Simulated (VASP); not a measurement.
# CaO (I4/mmm) in VASP: a series of runs

CaO is run at these levels: LDA; tasks: single point.

Program: VASP 6.6.1. These are calculated values, not measurements. Logs are shortened: lines on timing, memory, paths and dates and some standing lists are left out, and cuts for length are marked.

**1. The cell of the first run**

Symmetry: I4/mmm, No. 139, tetragonal system. The conventional cell has a = 3.515 Å, b = 3.515 Å, c = 4.751 Å, α = 90.00°, β = 90.00°, γ = 90.00°. Ca (site symmetry 4/mmm) has 6 O at 2.38 to 2.49 Å within 3.1 Å. Within 3.1 Å of O (site symmetry 4/mmm) lie 6 Ca at 2.38 to 2.49 Å.

**2. Single point, LDA (strain +0.015 along x and y, -0.030 along z)**

Input file INCAR:

```
SYSTEM = CaO
PREC = Accurate ; ENCUT = 520
EDIFF = 1E-6 ; ISMEAR = 0
SIGMA = 0.05 ; LREAL = .False.
LASPH = .True. ; NELM = 100
ALGO = Normal ; ISIF = 2
LWAVE = .False. ; LCHARG = .False.
NBANDS = 15
```

Input file KPOINTS:

```
Automatic mesh
0
Gamma
  8 8 8
  0 0 0
```

Input file POSCAR:

```
CaO
1.0
    0.0000000000      2.4857350000      2.3755300000
    2.4857350000      0.0000000000      2.3755300000
    2.4857350000      2.4857350000      0.0000000000
Ca O
1 1
Direct
    0.0000000000      0.0000000000      0.0000000000
    0.5000000000      0.5000000000      0.5000000000
```

Potentials or basis: VASP PAW LDA potentials, release 64 (Ca_sv, O).

Launch:

```
cat potpaw_LDA.64/Ca_sv/POTCAR potpaw_LDA.64/O/POTCAR > POTCAR
mpirun -np 1 vasp_std > vasp.out
```

OUTCAR:

```text
SYSTEM = CaO
   PREC = Accurate
   ENCUT = 520
   EDIFF = 1E-6
   ISMEAR = 0
   LREAL = .False.
   LASPH = .True.
   NELM = 100
   ISIF = 2

 ion  position               nearest neighbor table
   1  0.000  0.000  0.000-   2 2.38   2 2.38   2 2.49   2 2.49   2 2.49   2 2.49
   2  0.500  0.500  0.500-   1 2.38   1 2.38   1 2.49   1 2.49   1 2.49   1 2.49

  LATTYP: Found a body centered tetragonal cell.
 ALAT       =     3.5153601495
 C/A-ratio  =     1.3515144389

  Lattice vectors:

 A1 = (   0.0000000000,  -2.4857350000,  -2.3755300000)
 A2 = (   0.0000000000,   2.4857350000,  -2.3755300000)
 A3 = (   2.4857350000,   0.0000000000,   2.3755300000)

Analysis of symmetry for initial positions (statically):
=====================================================================
 Subroutine PRICEL returns:
 Original cell was already a primitive cell.

 Routine SETGRP: Setting up the symmetry group for a
 body centered tetragonal supercell.

 Subroutine GETGRP returns: Found 16 space group operations
 (whereof 16 operations were pure point group operations)
 out of a pool of 16 trial point group operations.

The static configuration has the point symmetry D_4h.

Analysis of symmetry for dynamics (positions and initial velocities):
=====================================================================
 Subroutine PRICEL returns:
 Original cell was already a primitive cell.

 Routine SETGRP: Setting up the symmetry group for a
 body centered tetragonal supercell.

 Subroutine GETGRP returns: Found 16 space group operations
 (whereof 16 operations were pure point group operations)
 out of a pool of 16 trial point group operations.

The dynamic configuration has the point symmetry D_4h.

 Subroutine INISYM returns: Found 16 space group operations
 (whereof 16 operations are pure point group operations),
 and found     1 'primitive' translations

----------------------------------------------------------------------------------------

                                     Primitive cell

  volume of cell :      29.3562

  direct lattice vectors                    reciprocal lattice vectors
     0.000000000  2.485735000  2.375530000    -0.201147749  0.201147749  0.210479346
     2.485735000  0.000000000  2.375530000     0.201147749 -0.201147749  0.210479346
     2.485735000  2.485735000  0.000000000     0.201147749  0.201147749 -0.210479346

  length of vectors
     3.438316633  3.438316633  3.515360149     0.353867756  0.353867756  0.353867756

  position of ions in fractional coordinates (direct lattice)
     0.000000000  0.000000000  0.000000000
     0.500000000  0.500000000  0.500000000

  ion indices of the primitive-cell ions
   primitive index   ion index
                 1           1
                 2           2

----------------------------------------------------------------------------------------

 KPOINTS: Automatic mesh

Automatic generation of k-mesh.
 Grid dimensions read from file:
 generate k-points for:    8    8    8

 Generating k-lattice:

  Cartesian coordinates                     Fractional coordinates (reciprocal lattice)
    -0.025143469  0.025143469  0.026309918     0.125000000  0.000000000  0.000000000
     0.025143469 -0.025143469  0.026309918     0.000000000  0.125000000  0.000000000
     0.025143469  0.025143469 -0.026309918     0.000000000  0.000000000  0.125000000

  Length of vectors
     0.044233470  0.044233470  0.044233470

  Shift w.r.t. Gamma in fractional coordinates (k-lattice)
     0.000000000  0.000000000  0.000000000

 Subroutine IBZKPT returns following result:
 ===========================================

 Found     59 irreducible k-points:

 Following reciprocal coordinates:
            Coordinates               Weight
  0.000000  0.000000  0.000000      1.000000
  0.125000 -0.000000  0.000000      8.000000
  0.250000 -0.000000  0.000000      8.000000
  0.375000 -0.000000  0.000000      8.000000
  0.500000 -0.000000  0.000000      4.000000
  0.125000  0.125000  0.000000      2.000000
[... 16 lines left out ...]
  0.250000 -0.000000  0.125000     16.000000
  0.375000 -0.000000  0.125000     16.000000
 [... further k-points ...]
   k-points           NKPTS =     59   k-points in BZ     NKDIM =     59   number of bands    NBANDS=     15
   number of dos      NEDOS =    301   number of ions     NIONS =      2
   total plane-waves  NPLWV =  21952
   dimension x,y,z NGX =    28 NGY =   28 NGZ =   28
   dimension x,y,z NGXF=    56 NGYF=   56 NGZF=   56
   ions per type =               1   1
   NGX,Y,Z   is equivalent  to a cutoff of  13.54, 13.54, 13.24 a.u.
   NGXF,Y,Z  is equivalent  to a cutoff of  27.08, 27.08, 26.48 a.u.
 SYSTEM =  CaO
   PREC   = accura    normal or accurate (medium, high low for compatibility)
   ISTART =      0    job   : 0-new  1-cont  2-samecut
   ICHARG =      2    charge: 1-file 2-atom 10-const
   ISPIN  =      1    spin polarized calculation?
   LNONCOLLINEAR =      F non collinear calculations
   LSORBIT =      F    spin-orbit coupling
   LASPH  =      T    aspherical Exc in radial PAW
   ENCUT  =  520.0 eV  38.22 Ry    6.18 a.u.   6.39  6.39  6.54*2*pi/ulx,y,z
   NELM   =    100;   NELMIN=  2; NELMDL= -5     # of ELM steps
   EDIFF  = 0.1E-05   stopping-criterion for ELM
   LREAL  =      F    real-space projection
   EDIFFG = 0.1E-04   stopping-criterion for IOM
   NSW    =      0    number of steps for IOM
   IBRION =     -1    ionic relax: 0-MD 1-quasi-New 2-CG
   NFREE  =      0    steps in history (QN), initial steepest desc. (CG)
   ISIF   =      2    stress and relaxation
   ISYM   =      2    0-nonsym 1-usesym 2-fastsym
   POTIM  = 0.5000    time-step for ionic-motion
   TEBEG  =    0.0;   TEEND  =   0.0 temperature during run
   PSTRESS=    0.0 pullay stress
   NELECT =      16.0000    total number of electrons
   NUPDOWN=      -1.0000    fix difference up-down
   EMIN   =  10.00;   EMAX   =-10.00  energy-range for DOS
   EFERMI =   0.00;   METHOD = LEGACY
   ISMEAR =     0;   SIGMA  =   0.05  broadening in eV -4-tet -1-fermi 0-gaus
   EFERMI_NEDOS =   21; number of points for ismear=-14 and -15
   IALGO  =     38    algorithm
   IMIX   =      4    mixing-type and parameters
     AMIX     =   0.40;   BMIX     =  1.00
     AMIX_MAG =   1.60;   BMIX_MAG =  1.00
  volume/ion in A,a.u.               =      14.68        99.05
  Fermi-wavevector in a.u.,A,eV,Ry     =   1.337257  2.527049 24.330691  1.788255
  Thomas-Fermi vector in A             =   2.465819
   LORBIT       =      0    0 simple, 1 ext, 2 COOP (PROOUT), +10 PAW based schemes
   GGA     = CA    functional components
   LHFCALC =     F    Hartree Fock is set to
   AEXX    =    0.0000 exact exchange contribution
   IVDW    =     0    specifies the selected vdW correction
   LEPSILON=     F    determine dielectric tensor
   LRPA    =     F    only Hartree local field effects (RPA)
 non-spin polarized calculation
 Gauss-broadening in eV      SIGMA  =   0.05
  energy-cutoff  :      520.00
  volume of cell :       29.36
 maximum number of plane-waves:       805
 NGX is ok and might be reduce to    28
   NGX = 13   NGY = 13   NGZ = 13

 number of electron      16.0000006 magnetization

 Free energy of the ion-electron system (eV)
  ---------------------------------------------------
  ext. energy  EPLUGINS =         0.00000000
  ---------------------------------------------------
  free energy    TOTEN  =       -14.09266975 eV

  energy without entropy =      -14.09266975  energy(sigma->0) =      -14.09266975

 E-fermi :   1.9633     XC(G=0): -10.7542

 val. band max:        1.7673928768   @ k =   0.0000   0.0000   0.0000
 cond. band min:       5.0889549732   @ k =   0.5000   0.5000   0.0000
 fundamental gap:      3.3215620964
 Fermi energy:         1.9633444207

 k-point     1 :       0.0000    0.0000    0.0000
  band No.  band energies     occupation
      1     -35.5759      2.00000
      2     -16.6724      2.00000
      3     -16.6724      2.00000
      4     -16.6458      2.00000
      5     -13.4049      2.00000
      6       1.6684      2.00000
      7       1.6684      2.00000
      8       1.7674      2.00000
      9       5.7727      0.00000
     10       7.5911      0.00000
     11       7.5911      0.00000
     12       7.8818      0.00000
     13       8.9400      0.00000
     14       9.4152      0.00000
     15      16.2033      0.00000

 k-point     2 :       0.1250   -0.0000    0.0000
  band No.  band energies     occupation
      1     -35.5632      2.00000
      2     -16.8330      2.00000
      3     -16.6829      2.00000
      4     -16.6604      2.00000
      5     -13.2192      2.00000
      6       1.1612      2.00000
      7       1.4761      2.00000
      8       1.5347      2.00000
      9       6.4468      0.00000
     10       7.6181      0.00000
     11       7.8609      0.00000
     12       8.0447      0.00000
     13       9.2725      0.00000
     14       9.7736      0.00000
     15      16.7516      0.00000

 k-point     3 :       0.2500   -0.0000    0.0000
  band No.  band energies     occupation
      1     -35.5325      2.00000
      2     -17.1879      2.00000
      3     -16.7078      2.00000
      4     -16.6718      2.00000
      5     -12.8251      2.00000
      6       0.1866      2.00000
      7       1.0638      2.00000
      8       1.0927      2.00000
      9       7.6379      0.00000
     10       7.9123      0.00000
     11       8.5656      0.00000
     12       8.6446      0.00000
     13      10.0811      0.00000
     14      10.6265      0.00000
     15      16.9299      0.00000
[... 343 lines left out ...]
 k-point    23 :       0.2500   -0.0000    0.1250
  band No.  band energies     occupation
      1     -35.5358      2.00000
      2     -17.0655      2.00000
      3     -16.7209      2.00000
      4     -16.7005      2.00000
      5     -12.9694      2.00000
      6       0.2794      2.00000
      7       1.2540      2.00000
      8       1.3811      2.00000
      9       6.9658      0.00000
     10       7.5747      0.00000
     11       8.7259      0.00000
     12       8.9074      0.00000
     13       9.8916      0.00000
     14      10.4437      0.00000
     15      17.4701      0.00000

 k-point    24 :       0.3750   -0.0000    0.1250
  band No.  band energies     occupation
      1     -35.5050      2.00000
      2     -17.3531      2.00000
      3     -16.7537      2.00000
      4     -16.7183      2.00000
      5     -12.6592      2.00000
      6      -0.2865      2.00000
      7       0.7801      2.00000
      8       0.9774      2.00000
      9       7.3668      0.00000
     10       8.7204      0.00000
     11       9.4236      0.00000
     12       9.5759      0.00000
     13      10.7801      0.00000
     14      11.2325      0.00000
     15      16.1472      0.00000

 [... further k-points ...]
[... 5 lines left out ...]
  --------------------------------------------------------------------------------------
  -------------------------------------------------------------------------------------
  Total       -2.2658980     -2.2658980     -1.3428804      0.0000000     -0.0000000      0.0000000
  in kB     -123.6661305   -123.6661305    -73.2905117      0.0000000     -0.0000000      0.0000000
  external PRESSURE =    -106.8742576 kB  Pullay stress =       0.0000000 kB

 VOLUME and BASIS-vectors are now :
 -----------------------------------------------------------------------------
  energy-cutoff  :      520.00
  volume of cell :       29.36
      direct lattice vectors                 reciprocal lattice vectors
     0.000000000  2.485735000  2.375530000    -0.201147749  0.201147749  0.210479346
     2.485735000  0.000000000  2.375530000     0.201147749 -0.201147749  0.210479346
     2.485735000  2.485735000  0.000000000     0.201147749  0.201147749 -0.210479346

 POSITION                                       TOTAL-FORCE (eV/Angst)
 -----------------------------------------------------------------------------------
      0.00000      0.00000      0.00000         0.000000     -0.000000      0.000000
      2.48574      2.48574      2.37553        -0.000000      0.000000     -0.000000
 -----------------------------------------------------------------------------------
    total drift:                                0.000000      0.000000      0.000000

  FREE ENERGIE OF THE ION-ELECTRON SYSTEM (eV)
  ---------------------------------------------------
  free  energy   TOTEN  =       -14.0926697462 eV

  energy  without entropy=      -14.0926697462  energy(sigma->0) =      -14.09266975
```

Wall time 17 s (1 thread of Intel Xeon Platinum 8488C (Sapphire Rapids), shared host); peak memory 0.16 GiB.

What came out:

```yaml
Free_energy: -14.0927 eV
Pressure: -10.7 GPa
Band_gap_on_the_k_mesh: 3.32 eV, indirect (least direct gap 3.84 eV)
```

Caveat: the cell differs from its parent crystal (strain +0.015 along x and y, -0.030 along z). A k mesh can miss the band edges.

[end of part 1 of 2]
